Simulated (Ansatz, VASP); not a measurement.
Two plane-wave programs on Co

```
Co
1.0
     2.51900    0.00000    0.00000
    -1.25950    2.18152    0.00000
     0.00000    0.00000    4.41828
Co
2
Cartesian
  0.0000 1.4543 1.1046
  1.2595 0.7272 3.3137
```

Change from the starting cell: strain +0.000 along x and y, +0.080 along z, atoms carried along.

Alike in both runs: task single point; functional PBEsol; k mesh 24 × 24 × 12; occupations gaussian, width 0.15 eV; collinear spin.

```csv
,VASP,Ansatz
version,VASP 6.6.1,Ansatz 0.2.0
potentials or method,"VASP PAW PBE potentials, release 64 (Co), cutoff 520 eV","scalar-relativistic, plane waves, PAW"
valence electrons in the cell,18,34
```

|  | VASP | Ansatz | Ansatz less VASP |
| --- | --- | --- | --- |
| gap on the k mesh at the Fermi level (eV) | none | none | - |
| pressure (GPa) | -25.2 | -25.0 | +0.15 |
| traceless stress, the component that is largest in VASP (GPa) | -9.45 | -9.62 | -0.174 |
| net moment per atom (μB) | 1.71 | 1.71 | +0.009 |
| size of the moment on the site where the two differ most (μB) | 1.74 | 1.79 | +0.054 |

VASP's potentials were made for PBE, not for PBEsol. Site moments also hang on the region over which each program counts them. A gap of «none» marks a metal or a gap that the smearing closes. VASP's potentials hold 18 valence electrons a cell and Ansatz's 34, so a difference there can come from the potentials and not from the codes.
